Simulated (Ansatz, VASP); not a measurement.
# CdS in VASP and in Ansatz

POSCAR

```
CdS
1.0
    0.0000000000      2.8085798418      2.6656717241
    2.8085798418      0.0000000000      2.6656717241
    2.8085798418      2.8085798418      0.0000000000
Cd S
1 1
Direct
    0.0000000000      0.0000000000      0.0000000000
    0.5000000000      0.5000000000      0.5000000000
```

Contents of INCAR.step1:

```
  ALGO = Normal
  EDIFF = 1E-5
  ENCUT = 520
  GGA = PE
  ISIF = 2
  ISMEAR = -1
  LASPH = T
  LCHARG = F
  LREAL = F
  LWAVE = T
  NBANDS = 16
  NELM = 60
  PREC = Accurate
  SIGMA = 0.02
```

INCAR.step2

```
  ALGO = Normal
  EDIFF = 1E-6
  ENCUT = 520
  GGA = PE
  HFSCREEN = 0.2079
  ISIF = 2
  ISMEAR = -1
  ISTART = 1
  LASPH = T
  LCHARG = F
  LHFCALC = T
  LREAL = F
  LWAVE = F
  NBANDS = 16
  NELM = 60
  PREC = Accurate
  PRECFOCK = Normal
  SIGMA = 0.02
```

Contents of KPOINTS:

```
k-points
0
Gamma
  6 6 6
```

Input for Ansatz:

```yaml
crystal:
  lattice:
    - [0.0, 2.8085798418, 2.6656717241]
    - [2.8085798418, 0.0, 2.6656717241]
    - [2.8085798418, 2.8085798418, 0.0]
  atoms:
    - { symbol: Cd, position: [0.0, 0.0, 0.0] }
    - { symbol: S, position: [0.5, 0.5, 0.5] }
kpoints:
  mp_grid: { grid: [6, 6, 6] }
  band_path:
    path:
      - [0.0, 0.0, 0.0]
      - [0.5, 0.0, 0.5]
      - [0.625, 0.25, 0.625]
      - [0.375, 0.375, 0.75]
      - [0.5, 0.5, 0.5]
      - [0.5, 0.25, 0.75]
    npoints: 1
hamiltonian:
  xc: hse06
scf:
  occupations: { method: fermi_dirac, width: 0.02 }
  n_extra_bands: 4
output:
  forces: true
  stress: true
  eigenvalues: true
```

Change from the starting cell: epitaxial_xy strain +3.0%.

Alike in both runs: task single point; functional HSE06; k mesh 6 × 6 × 6; occupations fermi-dirac, width 0.02 eV; no spin polarisation.

|  | VASP | Ansatz |
| --- | --- | --- |
| version | VASP 6.6.1 | Ansatz 0.2.0 |
| potentials or method | VASP PAW PBE potentials, release 64 (Cd, S) | plane waves, PAW |
| plane-wave cutoff (eV) | 520 | 420 |
| valence electrons in the cell | 18 | 26 |

```csv
,VASP,Ansatz,Ansatz less VASP
gap on the k mesh at the Fermi level (eV),0.96,0.98,+0.016
pressure (GPa),-2.0,-2.3,-0.34
"traceless stress, the component that is largest in VASP (GPa)",2.30,2.19,-0.115
```

VASP's potentials hold 18 valence electrons a cell and Ansatz's 26, so a difference there can come from the potentials and not from the codes. Ansatz's warnings: stress exchange threshold loose, stress scf threshold loose.
